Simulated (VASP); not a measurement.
# Cd5HgSe6 in VASP: notebook

The runs below take Cd5HgSe6 through single point, with PBE.

Program: VASP 6.6.1. These are calculated values, not measurements. Logs are shortened: lines on timing, memory, paths and dates and some standing lists are left out, and cuts for length are marked.

## (1) The cell of the first run

Symmetry: P3m1, No. 156, trigonal system. The conventional cell has a = 4.390 Å, b = 4.390 Å, c = 21.489 Å, α = 90.00°, β = 90.00°, γ = 120.00°. Within 3.5 Å of Cd (site symmetry 3m) lie 4 Se at 2.68 to 2.69 Å. Within 3.5 Å of Cd (site symmetry 3m) lie 4 Se at 2.68 to 2.69 Å. Within 3.5 Å of Cd (site symmetry 3m) lie 4 Se at 2.68 to 2.69 Å. Cd (site symmetry 3m) has 4 Se at 2.68 to 2.69 Å within 3.5 Å. Within 3.5 Å of Cd (site symmetry 3m) lie 4 Se at 2.68 Å. Within 3.6 Å of Hg (site symmetry 3m) lie 4 Se at 2.70 to 2.71 Å. Se (site symmetry 3m) has 4 Cd at 2.68 to 2.69 Å within 3.5 Å. Within 3.5 Å of Se (site symmetry 3m) lie 4 Cd at 2.68 to 2.69 Å.

## (2) Single point, PBE

The input, INCAR:

```
SYSTEM = Cd5HgSe6
PREC = Accurate ; ENCUT = 520
EDIFF = 1E-6 ; ISMEAR = 0
SIGMA = 0.2 ; LREAL = .False.
LASPH = .True. ; NELM = 100
ALGO = Normal ; ISIF = 2
LWAVE = .False. ; LCHARG = .False.
GGA = PE ; NBANDS = 66
```

The input, KPOINTS:

```
regular mesh
0
Gamma
  6 6 1
  0 0 0
```

The input, POSCAR:

```
Cd5HgSe6
1.0
    4.3900186400      0.0000000000      0.0000000000
   -2.1950093200      3.8018676653      0.0000000000
    0.0000000000      0.0000000000     21.4888028000
Cd Hg Se
5 1 6
Direct
    0.0000000000      0.0000000000      0.9994560000
    0.3333333333      0.6666666667      0.8332530000
    0.6666666667      0.3333333333      0.6670580000
    0.0000000000      0.0000000000      0.5006860000
    0.6666666667      0.3333333333      0.1655400000
    0.3333333333      0.6666666667      0.3337120000
    0.3333333333      0.6666666667      0.9581550000
    0.6666666667      0.3333333333      0.7919590000
    0.0000000000      0.0000000000      0.6257190000
    0.3333333333      0.6666666667      0.4596170000
    0.6666666667      0.3333333333      0.2904720000
    0.0000000000      0.0000000000      0.1243730000
```

Potentials or basis: VASP PAW PBE potentials, release 64 (Cd, Hg, Se).

Run with:

```bash
cat potpaw_PBE.64/Cd/POTCAR potpaw_PBE.64/Hg/POTCAR potpaw_PBE.64/Se/POTCAR > POTCAR
mpirun -np 1 vasp_std > vasp.out
```

OUTCAR:

```text
SYSTEM = Cd5HgSe6
   PREC = Accurate
   ENCUT = 520
   EDIFF = 1E-6
   ISMEAR = 0
   LREAL = .False.
   LASPH = .True.
   NELM = 100
   ISIF = 2
   GGA = PE

 ion  position               nearest neighbor table
   1  0.000  0.000  0.999-  12 2.68   7 2.69   7 2.69   7 2.69
   2  0.333  0.667  0.833-   7 2.68   8 2.69   8 2.69   8 2.69
   3  0.667  0.333  0.667-   8 2.68   9 2.69   9 2.69   9 2.69
   4  0.000  0.000  0.501-  10 2.68  10 2.68  10 2.68   9 2.69
   5  0.667  0.333  0.166-  12 2.68  12 2.68  12 2.68  11 2.68
   6  0.333  0.667  0.334-  11 2.70  11 2.70  11 2.70  10 2.71
   7  0.333  0.667  0.958-   2 2.68   1 2.69   1 2.69   1 2.69
   8  0.667  0.333  0.792-   3 2.68   2 2.69   2 2.69   2 2.69
   9  0.000  0.000  0.626-   3 2.69   3 2.69   3 2.69   4 2.69
  10  0.333  0.667  0.460-   4 2.68   4 2.68   4 2.68   6 2.71
  11  0.667  0.333  0.290-   5 2.68   6 2.70   6 2.70   6 2.70
  12  0.000  0.000  0.124-   1 2.68   5 2.68   5 2.68   5 2.68

  LATTYP: Found a hexagonal cell.
 ALAT       =     4.3900186400
 C/A-ratio  =     4.8949229063

  Lattice vectors:

 A1 = (   4.3900186400,   0.0000000000,   0.0000000000)
 A2 = (  -2.1950093200,   3.8018676653,   0.0000000000)
 A3 = (   0.0000000000,   0.0000000000,  21.4888028000)

Analysis of symmetry for initial positions (statically):
=====================================================================
 Subroutine PRICEL returns:
 Original cell was already a primitive cell.

 Routine SETGRP: Setting up the symmetry group for a
 hexagonal supercell.

 Subroutine GETGRP returns: Found  6 space group operations
 (whereof  6 operations were pure point group operations)
 out of a pool of 24 trial point group operations.

The static configuration has the point symmetry C_3v.

Analysis of symmetry for dynamics (positions and initial velocities):
=====================================================================
 Subroutine PRICEL returns:
 Original cell was already a primitive cell.

 Routine SETGRP: Setting up the symmetry group for a
 hexagonal supercell.

 Subroutine GETGRP returns: Found  6 space group operations
 (whereof  6 operations were pure point group operations)
 out of a pool of 24 trial point group operations.

The dynamic configuration has the point symmetry C_3v.

 Subroutine INISYM returns: Found  6 space group operations
 (whereof  6 operations are pure point group operations),
 and found     1 'primitive' translations

----------------------------------------------------------------------------------------

[... 109 lines left out ...]
   ISMEAR =     0;   SIGMA  =   0.20  broadening in eV -4-tet -1-fermi 0-gaus
   EFERMI_NEDOS =   21; number of points for ismear=-14 and -15
   IALGO  =     38    algorithm
   IMIX   =      4    mixing-type and parameters
     AMIX     =   0.40;   BMIX     =  1.00
     AMIX_MAG =   1.60;   BMIX_MAG =  1.00
  volume/ion in A,a.u.               =      29.89       201.69
  Fermi-wavevector in a.u.,A,eV,Ry     =   1.097297  2.073591 16.382243  1.204061
  Thomas-Fermi vector in A             =   2.233655
   LORBIT       =      0    0 simple, 1 ext, 2 COOP (PROOUT), +10 PAW based schemes
   GGA     = PE    functional components
   LHFCALC =     F    Hartree Fock is set to
   AEXX    =    0.0000 exact exchange contribution
   IVDW    =     0    specifies the selected vdW correction
   LEPSILON=     F    determine dielectric tensor
   LRPA    =     F    only Hartree local field effects (RPA)
 non-spin polarized calculation
 Gauss-broadening in eV      SIGMA  =   0.20
  energy-cutoff  :      520.00
  volume of cell :      358.65
 maximum number of plane-waves:      9678
 NGX is ok and might be reduce to    36
   NGX = 17   NGY = 17   NGZ = 79

 number of electron     108.0000022 magnetization

 Free energy of the ion-electron system (eV)
  ---------------------------------------------------
  ext. energy  EPLUGINS =         0.00000000
  ---------------------------------------------------
  free energy    TOTEN  =       -31.55216942 eV

  energy without entropy =      -31.54174947  energy(sigma->0) =      -31.54695944

 E-fermi :   0.7979     XC(G=0):  -8.6380

 val. band max:        0.7780410818   @ k =   0.0000   0.0000   0.0000
 cond. band min:       2.0040089149   @ k =   0.0000   0.0000   0.0000
 fundamental gap:      1.2259678331
 Fermi energy:         0.7978753843

 k-point     1 :       0.0000    0.0000    0.0000
  band No.  band energies     occupation
      1     -11.8744      2.00000
      2     -11.7177      2.00000
      3     -11.6955      2.00000
      4     -11.5700      2.00000
      5     -11.5282      2.00000
      6     -11.4482      2.00000
[... 472 lines left out ...]
     65       5.9978      0.00000
     66       6.0587      0.00000

------------------------ aborting loop because EDIFF is reached ----------------------------------------

  FORCE on cell =-STRESS in cart. coord.  units (eV):
  Direction    XX          YY          ZZ          XY          YZ          ZX
  --------------------------------------------------------------------------------------
  -------------------------------------------------------------------------------------
  Total        0.6077653      0.6077653      0.5514708      0.0000000      0.0000000      0.0000000
  in kB        2.7150069      2.7150069      2.4635282      0.0000000      0.0000000      0.0000000
  external PRESSURE =       2.6311806 kB  Pullay stress =       0.0000000 kB

 VOLUME and BASIS-vectors are now :
 -----------------------------------------------------------------------------
  energy-cutoff  :      520.00
  volume of cell :      358.65
      direct lattice vectors                 reciprocal lattice vectors
     4.390018640  0.000000000  0.000000000     0.227789466  0.131514309  0.000000000
    -2.195009320  3.801867665  0.000000000     0.000000000  0.263028619  0.000000000
     0.000000000  0.000000000 21.488802800     0.000000000  0.000000000  0.046535864

 POSITION                                       TOTAL-FORCE (eV/Angst)
 -----------------------------------------------------------------------------------
      0.00000      0.00000     21.47711        -0.000000      0.000000     -0.010003
     -0.00000      2.53458     17.90561         0.000000      0.000000     -0.002549
      2.19501      1.26729     14.33428         0.000000      0.000000      0.005870
      0.00000      0.00000     10.75914        -0.000000      0.000000      0.014321
      2.19501      1.26729      3.55726         0.000000     -0.000000     -0.011080
     -0.00000      2.53458      7.17107        -0.000000      0.000000      0.013191
     -0.00000      2.53458     20.58960        -0.000000      0.000000      0.005035
      2.19501      1.26729     17.01825        -0.000000     -0.000000     -0.002325
      0.00000      0.00000     13.44595         0.000000     -0.000000     -0.009280
     -0.00000      2.53458      9.87662         0.000000      0.000000     -0.012449
      2.19501      1.26729      6.24190         0.000000     -0.000000     -0.000098
      0.00000      0.00000      2.67263        -0.000000      0.000000      0.009365
 -----------------------------------------------------------------------------------
    total drift:                               -0.000001     -0.000000     -0.000237

  FREE ENERGIE OF THE ION-ELECTRON SYSTEM (eV)
  ---------------------------------------------------
  free  energy   TOTEN  =       -31.5521694227 eV

  energy  without entropy=      -31.5417494660  energy(sigma->0) =      -31.54695944
```

OSZICAR:

```text
N       E                     dE             d eps       ncg     rms          rms(c)
DAV:   1     0.775349553206E+03    0.77535E+03   -0.50309E+04   924   0.147E+03
DAV:   2     0.196774962989E+02   -0.75567E+03   -0.73380E+03  1034   0.357E+02
DAV:   3    -0.329638633177E+02   -0.52641E+02   -0.52168E+02  1060   0.898E+01
DAV:   4    -0.337764189563E+02   -0.81256E+00   -0.81042E+00  1016   0.103E+01
DAV:   5    -0.337865043534E+02   -0.10085E-01   -0.10082E-01  1104   0.102E+00    0.140E+01
DAV:   6    -0.316205738729E+02    0.21659E+01   -0.47593E+00  1070   0.130E+01    0.112E+01
DAV:   7    -0.315847144978E+02    0.35859E-01   -0.22560E+00  1040   0.481E+00    0.352E+00
DAV:   8    -0.315507978516E+02    0.33917E-01   -0.33390E-01   966   0.343E+00    0.827E-01
DAV:   9    -0.315514504999E+02   -0.65265E-03   -0.37417E-02   970   0.134E+00    0.296E-01
DAV:  10    -0.315517880509E+02   -0.33755E-03   -0.25061E-03  1038   0.325E-01    0.966E-02
DAV:  11    -0.315520820948E+02   -0.29404E-03   -0.60361E-04   968   0.118E-01    0.384E-02
DAV:  12    -0.315521497912E+02   -0.67696E-04   -0.19370E-04  1050   0.762E-02    0.209E-02
DAV:  13    -0.315521642220E+02   -0.14431E-04   -0.22601E-05   964   0.235E-02    0.550E-03
DAV:  14    -0.315521685870E+02   -0.43650E-05   -0.69126E-06   826   0.899E-03    0.346E-03
DAV:  15    -0.315521694227E+02   -0.83570E-06   -0.52896E-07   680   0.358E-03
   1 F= -.31552169E+02 E0= -.31546959E+02  d E =-.104200E-01
```

stdout:

```text
POSCAR found type information on POSCAR CdHgSe
 POSCAR found :  3 types and      12 ions
 scaLAPACK will be used
 LDA part: xc-table for (Slater+PW92), standard interpolation
 POSCAR, INCAR and KPOINTS ok, starting setup
 FFT: planning ... GRIDC
 FFT: planning ... GRID_SOFT
 FFT: planning ... GRID
 WAVECAR not read
 entering main loop
```

It took 4.9 min on 1 thread of Intel Xeon 8259CL, shared host; peak memory 0.53 GiB.

What came out:

```
Free energy            : -31.5522 eV
Pressure               : 0.3 GPa
Largest force          : 0.014 eV/Å
Band gap on the k mesh : 0.10 eV
```

Forces in eV/Å, atoms in the order of the input:
```
Cd   0.000  0.000 -0.010
Cd   0.000  0.000 -0.003
Cd   0.000  0.000  0.006
Cd   0.000  0.000  0.014
Cd   0.000  0.000 -0.011
Hg   0.000  0.000  0.013
Se   0.000  0.000  0.005
Se   0.000  0.000 -0.002
Se   0.000  0.000 -0.009
Se   0.000  0.000 -0.012
Se   0.000  0.000  0.000
Se   0.000  0.000  0.009
```

Caveat: the smearing spreads over this small gap; spin-orbit coupling is left out, which moves the levels of the heavy elements.

## (3) Single point, PBE

The input, INCAR:

```
SYSTEM = Cd5HgSe6
PREC = Accurate
ENCUT = 520
EDIFF = 1E-6
ISMEAR = 0
SIGMA = 0.2
LREAL = .FALSE.
LASPH = .TRUE.
NELM = 60
ALGO = Normal
ISIF = 2
LWAVE = .FALSE.
LCHARG = .TRUE.
GGA = PE
LELF = .TRUE.
LVHAR = .TRUE.
NBANDS = 66
```

The input, KPOINTS:

```
regular mesh
0
G
  6 6 1
  0 0 0
```

The input, POSCAR:

```
Cd5HgSe6
1.0
    4.3918250177      0.0000646171      0.0002557488
   -2.1958594735      3.8031151543     -0.0002449055
    0.0013346526     -0.0006564063     21.4881805374
Cd Hg Se
5 1 6
Direct
   -0.0019752228     -0.0009763059      0.9993641747
    0.3344344080      0.6677036934      0.8332348540
    0.6680808502      0.3339497862      0.6670937002
    0.0006543041      0.0001956926      0.5007907485
    0.6659502370      0.3325614876      0.1654227283
    0.3327263847      0.6665060031      0.3337422848
    0.3316580579      0.6658506234      0.9581704754
    0.6677368350      0.3343089839      0.7919659158
    0.0013597966      0.0006204809      0.6257393678
    0.3339989052      0.6668621871      0.4595894782
    0.6660548468      0.3331219692      0.2905209425
   -0.0006794029     -0.0007046016      0.1243653299
```

Potentials or basis: VASP PAW PBE potentials, release 64 (Cd, Hg, Se).

Run with:

```bash
cat potpaw_PBE.64/Cd/POTCAR potpaw_PBE.64/Hg/POTCAR potpaw_PBE.64/Se/POTCAR > POTCAR
mpirun -np 1 vasp_std > vasp.out
```

Wall time 14 min (1 thread of Intel Xeon 8259CL, shared host); peak memory 0.72 GiB.

It converged, with:

| Item | Value |
| --- | --- |
| Free energy | -31.5526 eV |
| Pressure | 0.2 GPa |
| Largest force | 0.013 eV/Å |
| Band gap on the k mesh | 0.10 eV |

Forces in eV/Å, atoms in the order of the input:
```
Cd   0.003  0.002 -0.001
Cd  -0.001 -0.002 -0.002
Cd  -0.002  0.000  0.000
Cd   0.000  0.000 -0.002
Cd   0.000  0.001  0.004
Hg  -0.001  0.000  0.007
Se   0.001  0.000  0.000
Se   0.000 -0.001  0.002
Se   0.000  0.000  0.001
Se  -0.001  0.000  0.002
Se   0.002  0.000 -0.013
Se  -0.001  0.000  0.002
```

Levels at points of the mesh, in eV from the valence-band top:
| k point | band 52 | band 53 | band 54 | band 55 | band 56 | band 57 |
| --- | --- | --- | --- | --- | --- | --- |
| (0.00, 0.00, 0.00) | -0.08 | 0.00 | 0.00 | 0.10 | 1.32 | 1.62 |
| (0.50, 0.00, 0.00) | -1.04 | -0.78 | -0.77 | 1.92 | 2.80 | 3.08 |
| (0.50, 0.50, 0.00) | -1.04 | -0.78 | -0.77 | 1.92 | 2.80 | 3.08 |
| (0.00, 0.50, 0.00) | -1.04 | -0.78 | -0.77 | 1.92 | 2.80 | 3.08 |

Caveat: the smearing spreads over this small gap; spin-orbit coupling is left out, which moves the levels of the heavy elements.

## (4) Single point, PBE

INCAR: that of step 3 with these lines changed.

```diff
@@ -5,3 +5,3 @@
 ISMEAR = 0
-SIGMA = 0.2
+SIGMA = 0.01
 LREAL = .FALSE.
```

The input, KPOINTS:

```
regular mesh
0
G
  12 12 2
  0 0 0
```

The input, POSCAR:

```
Cd5HgSe6
1.0
    4.3900186400      0.0000000000      0.0000000000
   -2.1950093200      3.8018676653      0.0000000000
    0.0000000000      0.0000000000     21.4888028000
Cd Hg Se
5 1 6
Direct
    0.0000000000      0.0000000000      0.9994560000
    0.3333333333      0.6666666667      0.8332530000
    0.6666666667      0.3333333333      0.6670580000
    0.0000000000      0.0000000000      0.5006860000
    0.6666666667      0.3333333333      0.1655400000
    0.3333333333      0.6666666667      0.3337120000
    0.3333333333      0.6666666667      0.9581550000
    0.6666666667      0.3333333333      0.7919590000
    0.0000000000      0.0000000000      0.6257190000
    0.3333333333      0.6666666667      0.4596170000
    0.6666666667      0.3333333333      0.2904720000
    0.0000000000      0.0000000000      0.1243730000
```

Run with:

```bash
cat potpaw_PBE.64/Cd/POTCAR potpaw_PBE.64/Hg/POTCAR potpaw_PBE.64/Se/POTCAR > POTCAR
mpirun -np 1 vasp_std > vasp.out
```

It took 21 min on 1 thread of Oxide Virtual Turin-like, shared host; peak memory 0.91 GiB.

Results (log left out):

* Free energy: -31.5729 eV
* Pressure: 0.2 GPa
* Band gap on the k mesh: 0.08 eV

Levels at points of the mesh, in eV from the valence-band top:
| k point | band 51 | band 52 | band 53 | band 54 | band 55 | band 56 | band 57 | band 58 |
| --- | --- | --- | --- | --- | --- | --- | --- | --- |
| (0.00, 0.00, 0.00) | -0.28 | -0.10 | 0.00 | 0.00 | 0.08 | 1.31 | 1.61 | 1.94 |
| (0.50, 0.00, 0.00) | -1.13 | -1.06 | -0.80 | -0.78 | 1.91 | 2.79 | 3.07 | 3.11 |
| (0.00, 0.00, 0.50) | -0.24 | -0.24 | -0.01 | -0.01 | 0.65 | 0.97 | 1.71 | 1.99 |
| (0.50, 0.00, 0.50) | -1.11 | -1.01 | -0.93 | -0.81 | 2.08 | 2.46 | 3.21 | 3.25 |

Caveat: spin-orbit coupling is left out, which moves the levels of the heavy elements.

## (5) The runs side by side

| cell | k mesh | smearing | gap on the mesh (eV) | pressure (GPa) | largest force (eV/Å) |
| --- | --- | --- | --- | --- | --- |
| a = 4.390, b = 4.390, c = 21.489 Å, angles 90.0, 90.0, 120.0°, 12 atoms, atomic positions A | 6 × 6 × 1 | gaussian 0.2 eV | 0.10 | 0.3 | 0.01 |
| a = 4.392, b = 4.392, c = 21.488 Å, angles 90.0, 90.0, 120.0°, 12 atoms, atomic positions B | 6 × 6 × 1 | gaussian 0.2 eV | 0.10 | 0.2 | 0.01 |
| a = 4.390, b = 4.390, c = 21.489 Å, angles 90.0, 90.0, 120.0°, 12 atoms, atomic positions A | 12 × 12 × 2 | gaussian 0.01 eV | 0.08 | 0.2 | - |

Alike in all rows: task single point; level PBE; potentials or basis VASP PAW PBE potentials, release 64 (Cd, Hg, Se); no spin polarisation; cutoff (eV) 520.

Caveats: spin-orbit coupling is left out, which moves the levels of the heavy elements; the smearing spreads over this small gap (at least some runs).

Absolute energies hang on the potentials; compare differences alone.

The gap in the log of VASP goes by the Fermi energy; the results here count the filled bands.